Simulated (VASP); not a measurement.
# BaO (Fm-3m) in VASP: single point with PBE

Aim: the single point of BaO with PBE.

All numbers are computed with VASP 6.6.1; they aren't measurements. Logs are shortened: lines on timing, memory, paths and dates and some standing lists are left out, and cuts for length are marked.

## (1) The cell of the first run

It takes space group Fm-3m (No. 225, cubic). Conventional cell: a = 5.643 Å, b = 5.643 Å, c = 5.643 Å, α = 90.00°, β = 90.00°, γ = 90.00°. Within 3.7 Å of Ba (site symmetry m-3m) lie 6 O at 2.82 Å. Within 3.7 Å of O (site symmetry m-3m) lie 6 Ba at 2.82 Å.

## (2) Single point, PBE

Input file INCAR:

```
  PREC = Accurate
  ENCUT = 1340
  EDIFF = 1E-6
  ISMEAR = 0
  SIGMA = 0.01
  LREAL = False
  LASPH = True
  NELM = 120
  ALGO = Normal
  ISIF = 2
  LWAVE = False
  LCHARG = False
  GGA = PE
  NBANDS = 15
  GGA_COMPAT = False
```

Input file KPOINTS:

```
Automatic mesh
0
Gamma
  6 6 6
```

Input file POSCAR:

```
BaO
1.0
    0.0000000000      2.8214603120      2.8214603120
    2.8214603120      0.0000000000      2.8214603120
    2.8214603120      2.8214603120      0.0000000000
Ba O
1 1
Direct
    0.0000000000      0.0000000000      0.0000000000
    0.5000000000      0.5000000000      0.5000000000
```

Potentials or basis: VASP PAW PBE potentials, release 64 (Ba_sv, O_h).

The run is started by

```bash
cat potpaw_PBE.64/Ba_sv/POTCAR potpaw_PBE.64/O_h/POTCAR > POTCAR
mpirun -np 1 vasp_std > vasp.out
```

OUTCAR:

```text
PREC = Accurate
   ENCUT = 1340
   EDIFF = 1E-6
   ISMEAR = 0
   LREAL = False
   LASPH = True
   NELM = 120
   ISIF = 2
   GGA = PE

 ion  position               nearest neighbor table
   1  0.000  0.000  0.000-   2 2.82   2 2.82   2 2.82   2 2.82   2 2.82   2 2.82
   2  0.500  0.500  0.500-   1 2.82   1 2.82   1 2.82   1 2.82   1 2.82   1 2.82

  LATTYP: Found a face centered cubic cell.
 ALAT       =     5.6429206240

  Lattice vectors:

 A1 = (   0.0000000000,   2.8214603120,   2.8214603120)
 A2 = (   2.8214603120,   0.0000000000,   2.8214603120)
 A3 = (   2.8214603120,   2.8214603120,   0.0000000000)

Analysis of symmetry for initial positions (statically):
=====================================================================
 Subroutine PRICEL returns:
 Original cell was already a primitive cell.

 Routine SETGRP: Setting up the symmetry group for a
 face centered cubic supercell.

 Subroutine GETGRP returns: Found 48 space group operations
 (whereof 48 operations were pure point group operations)
 out of a pool of 48 trial point group operations.

The static configuration has the point symmetry O_h .

Analysis of symmetry for dynamics (positions and initial velocities):
=====================================================================
 Subroutine PRICEL returns:
 Original cell was already a primitive cell.

 Routine SETGRP: Setting up the symmetry group for a
 face centered cubic supercell.

 Subroutine GETGRP returns: Found 48 space group operations
 (whereof 48 operations were pure point group operations)
 out of a pool of 48 trial point group operations.

The dynamic configuration has the point symmetry O_h .

 Subroutine INISYM returns: Found 48 space group operations
 (whereof 48 operations are pure point group operations),
 and found     1 'primitive' translations

----------------------------------------------------------------------------------------

                                     Primitive cell

  volume of cell :      44.9212

  direct lattice vectors                    reciprocal lattice vectors
     0.000000000  2.821460312  2.821460312    -0.177213196  0.177213196  0.177213196
     2.821460312  0.000000000  2.821460312     0.177213196 -0.177213196  0.177213196
     2.821460312  2.821460312  0.000000000     0.177213196  0.177213196 -0.177213196

  length of vectors
     3.990147439  3.990147439  3.990147439     0.306942260  0.306942260  0.306942260

  position of ions in fractional coordinates (direct lattice)
     0.000000000  0.000000000  0.000000000
     0.500000000  0.500000000  0.500000000

  ion indices of the primitive-cell ions
   primitive index   ion index
                 1           1
                 2           2

----------------------------------------------------------------------------------------

 KPOINTS: Automatic mesh

Automatic generation of k-mesh.
 Grid dimensions read from file:
 generate k-points for:    6    6    6

 Generating k-lattice:

  Cartesian coordinates                     Fractional coordinates (reciprocal lattice)
    -0.029535533  0.029535533  0.029535533     0.166666667  0.000000000  0.000000000
     0.029535533 -0.029535533  0.029535533     0.000000000  0.166666667  0.000000000
     0.029535533  0.029535533 -0.029535533     0.000000000  0.000000000  0.166666667

  Length of vectors
     0.051157043  0.051157043  0.051157043

  Shift w.r.t. Gamma in fractional coordinates (k-lattice)
     0.000000000  0.000000000  0.000000000

 Subroutine IBZKPT returns following result:
 ===========================================

 Found     16 irreducible k-points:

 Following reciprocal coordinates:
            Coordinates               Weight
  0.000000  0.000000  0.000000      1.000000
  0.166667  0.000000  0.000000      8.000000
  0.333333  0.000000  0.000000      8.000000
  0.500000  0.000000  0.000000      4.000000
  0.166667  0.166667  0.000000      6.000000
  0.333333  0.166667  0.000000     24.000000
[... 8 lines left out ...]
 -0.333333  0.333333  0.166667     24.000000
 -0.333333  0.500000  0.166667     12.000000
   k-points           NKPTS =     16   k-points in BZ     NKDIM =     16   number of bands    NBANDS=     15
   number of dos      NEDOS =    301   number of ions     NIONS =      2
   total plane-waves  NPLWV = 110592
   dimension x,y,z NGX =    48 NGY =   48 NGZ =   48
   dimension x,y,z NGXF=    96 NGYF=   96 NGZF=   96
   ions per type =               1   1
   NGX,Y,Z   is equivalent  to a cutoff of  20.00, 20.00, 20.00 a.u.
   NGXF,Y,Z  is equivalent  to a cutoff of  40.00, 40.00, 40.00 a.u.
 SYSTEM =  unknown system
   PREC   = accura    normal or accurate (medium, high low for compatibility)
   ISTART =      0    job   : 0-new  1-cont  2-samecut
   ICHARG =      2    charge: 1-file 2-atom 10-const
   ISPIN  =      1    spin polarized calculation?
   LNONCOLLINEAR =      F non collinear calculations
   LSORBIT =      F    spin-orbit coupling
   LASPH  =      T    aspherical Exc in radial PAW
   ENCUT  = 1340.0 eV  98.49 Ry    9.92 a.u.  11.91 11.91 11.91*2*pi/ulx,y,z
   NELM   =    120;   NELMIN=  2; NELMDL= -5     # of ELM steps
   EDIFF  = 0.1E-05   stopping-criterion for ELM
   LREAL  =      F    real-space projection
   EDIFFG = 0.1E-04   stopping-criterion for IOM
   NSW    =      0    number of steps for IOM
   IBRION =     -1    ionic relax: 0-MD 1-quasi-New 2-CG
   NFREE  =      0    steps in history (QN), initial steepest desc. (CG)
   ISIF   =      2    stress and relaxation
   ISYM   =      2    0-nonsym 1-usesym 2-fastsym
   POTIM  = 0.5000    time-step for ionic-motion
   TEBEG  =    0.0;   TEEND  =   0.0 temperature during run
   PSTRESS=    0.0 pullay stress
   NELECT =      16.0000    total number of electrons
   NUPDOWN=      -1.0000    fix difference up-down
   EMIN   =  10.00;   EMAX   =-10.00  energy-range for DOS
   EFERMI =   0.00;   METHOD = LEGACY
   ISMEAR =     0;   SIGMA  =   0.01  broadening in eV -4-tet -1-fermi 0-gaus
   EFERMI_NEDOS =   21; number of points for ismear=-14 and -15
   IALGO  =     38    algorithm
   IMIX   =      4    mixing-type and parameters
     AMIX     =   0.40;   BMIX     =  1.00
     AMIX_MAG =   1.60;   BMIX_MAG =  1.00
  volume/ion in A,a.u.               =      22.46       151.57
  Fermi-wavevector in a.u.,A,eV,Ry     =   1.160462  2.192955 18.322582  1.346672
  Thomas-Fermi vector in A             =   2.297044
   LORBIT       =      0    0 simple, 1 ext, 2 COOP (PROOUT), +10 PAW based schemes
   GGA     = PE    functional components
   LHFCALC =     F    Hartree Fock is set to
   AEXX    =    0.0000 exact exchange contribution
   IVDW    =     0    specifies the selected vdW correction
   LEPSILON=     F    determine dielectric tensor
   LRPA    =     F    only Hartree local field effects (RPA)
 non-spin polarized calculation
 Gauss-broadening in eV      SIGMA  =   0.01
  energy-cutoff  :     1340.00
  volume of cell :       44.92
 maximum number of plane-waves:      5029
   NGX = 23   NGY = 23   NGZ = 23

 number of electron      16.0000000 magnetization

 Free energy of the ion-electron system (eV)
  ---------------------------------------------------
  ext. energy  EPLUGINS =         0.00000000
  ---------------------------------------------------
  free energy    TOTEN  =       -11.81487152 eV

  energy without entropy =      -11.81487152  energy(sigma->0) =      -11.81487152

 E-fermi :   1.7497     XC(G=0):  -9.3663

 val. band max:        1.6736438219   @ k =   0.5000   0.5000   0.0000
 cond. band min:       3.8226028848   @ k =   0.5000   0.5000   0.0000
 fundamental gap:      2.1489590629
 Fermi energy:         1.7497103630

 k-point     1 :       0.0000    0.0000    0.0000
  band No.  band energies     occupation
      1     -24.2504      2.00000
      2     -13.1783      2.00000
      3      -8.8649      2.00000
      4      -8.8649      2.00000
      5      -8.8649      2.00000
      6       1.4689      2.00000
      7       1.4689      2.00000
      8       1.4689      2.00000
      9       4.9927      0.00000
     10       6.3790      0.00000
     11       6.3790      0.00000
     12       6.3790      0.00000
     13       8.5079      0.00000
     14       8.5079      0.00000
     15      11.6000      0.00000

 k-point     2 :       0.1667    0.0000    0.0000
  band No.  band energies     occupation
      1     -24.2016      2.00000
      2     -13.3276      2.00000
      3      -8.9201      2.00000
      4      -8.8927      2.00000
      5      -8.8927      2.00000
      6       0.9493      2.00000
      7       1.1694      2.00000
      8       1.1694      2.00000
      9       5.9599      0.00000
     10       6.2943      0.00000
     11       6.8520      0.00000
     12       6.8520      0.00000
     13       9.1268      0.00000
     14       9.1268      0.00000
     15      13.0980      0.00000

 k-point     3 :       0.3333    0.0000    0.0000
  band No.  band energies     occupation
      1     -24.1011      2.00000
      2     -13.6270      2.00000
      3      -9.0196      2.00000
      4      -8.9467      2.00000
      5      -8.9467      2.00000
      6       0.2003      2.00000
      7       0.6607      2.00000
      8       0.6607      2.00000
      9       6.2789      0.00000
     10       7.9787      0.00000
     11       7.9787      0.00000
     12       8.2557      0.00000
     13      10.5308      0.00000
     14      10.5308      0.00000
     15      15.0976      0.00000
[... 199 lines left out ...]
 k-point    15 :      -0.3333    0.3333    0.1667
  band No.  band energies     occupation
      1     -24.0060      2.00000
      2     -13.5515      2.00000
      3      -9.5778      2.00000
      4      -9.5745      2.00000
      5      -8.9523      2.00000
      6       0.4601      2.00000
      7       1.1935      2.00000
      8       1.2260      2.00000
      9       6.3984      0.00000
     10       6.6372      0.00000
     11       8.7453      0.00000
     12       9.9711      0.00000
     13      11.2174      0.00000
     14      13.0627      0.00000
     15      13.7358      0.00000

 k-point    16 :      -0.3333    0.5000    0.1667
  band No.  band energies     occupation
      1     -23.9922      2.00000
      2     -13.4258      2.00000
      3      -9.9417      2.00000
      4      -9.5621      2.00000
      5      -9.0410      2.00000
      6       0.7956      2.00000
      7       1.4984      2.00000
      8       1.5762      2.00000
      9       5.0344      0.00000
     10       7.7557      0.00000
     11       8.0996      0.00000
     12      10.8681      0.00000
     13      11.0781      0.00000
     14      13.2614      0.00000
     15      13.5455      0.00000

------------------------ aborting loop because EDIFF is reached ----------------------------------------

  FORCE on cell =-STRESS in cart. coord.  units (eV):
  Direction    XX          YY          ZZ          XY          YZ          ZX
  --------------------------------------------------------------------------------------
  -------------------------------------------------------------------------------------
  Total       -0.3012513     -0.3012513     -0.3012513     -0.0000000     -0.0000000      0.0000000
  in kB      -10.7445359    -10.7445359    -10.7445359     -0.0000000     -0.0000000      0.0000000
  external PRESSURE =     -10.7445359 kB  Pullay stress =       0.0000000 kB

 VOLUME and BASIS-vectors are now :
 -----------------------------------------------------------------------------
  energy-cutoff  :     1340.00
  volume of cell :       44.92
      direct lattice vectors                 reciprocal lattice vectors
     0.000000000  2.821460312  2.821460312    -0.177213196  0.177213196  0.177213196
     2.821460312  0.000000000  2.821460312     0.177213196 -0.177213196  0.177213196
     2.821460312  2.821460312  0.000000000     0.177213196  0.177213196 -0.177213196

 POSITION                                       TOTAL-FORCE (eV/Angst)
 -----------------------------------------------------------------------------------
      0.00000      0.00000      0.00000         0.000000     -0.000000      0.000000
      2.82146      2.82146      2.82146        -0.000000      0.000000     -0.000000
 -----------------------------------------------------------------------------------
    total drift:                               -0.000000     -0.000000     -0.000000

  FREE ENERGIE OF THE ION-ELECTRON SYSTEM (eV)
  ---------------------------------------------------
  free  energy   TOTEN  =       -11.8148715242 eV

  energy  without entropy=      -11.8148715242  energy(sigma->0) =      -11.81487152
```

It took 54 s on 1 thread of Intel Xeon Platinum 8375C at 2.90GHz (Ice Lake), shared host; peak memory 0.33 GiB.

Results:

```yaml
Free_energy: -11.8149 eV
Pressure: -1.1 GPa
Band_gap_on_the_k_mesh: 2.15 eV
```

Levels at points of the mesh, in eV from the valence-band top:
| k point | band 6 | band 7 | band 8 | band 9 | band 10 | band 11 |
| --- | --- | --- | --- | --- | --- | --- |
| (0.00, 0.00, 0.00) | -0.20 | -0.20 | -0.20 | 3.32 | 4.71 | 4.71 |
| (0.50, 0.00, 0.00) | -1.78 | -1.24 | -1.24 | 4.86 | 6.99 | 6.99 |
| (0.50, 0.50, 0.00) | -0.08 | -0.08 | 0.00 | 2.15 | 5.76 | 8.64 |

Caveat: spin-orbit coupling is left out, which moves the levels of the heavy elements. A k mesh can miss the band edges.
